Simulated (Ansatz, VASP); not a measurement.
## Se: VASP beside Ansatz

```
CELL_PARAMETERS angstrom
0.00000 2.07972 2.07972
2.07972 0.00000 2.07972
2.07972 2.07972 0.00000
ATOMIC_POSITIONS crystal
Se 0.00000 0.00000 0.00000
```

Alike in both runs: task single point; functional PBE; k mesh 20 × 20 × 20; occupations fermi-dirac, width 0.1 eV; no spin polarisation.

|  | VASP | Ansatz |
| --- | --- | --- |
| version | VASP 6.6.1 | Ansatz 0.2.0 |
| potentials or method | VASP PAW PBE potentials, release 64 (Se), cutoff 520 eV | plane waves (420 eV) with PAW, scalar-relativistic |
| valence electrons in the cell | 6 | 16 |

|  | VASP | Ansatz | Ansatz less VASP |
| --- | --- | --- | --- |
| pressure (GPa) | 11.6 | 11.6 | -0.03 |

VASP's potentials hold 6 valence electrons a cell and Ansatz's 16, so a difference there can come from the potentials and not from the codes.
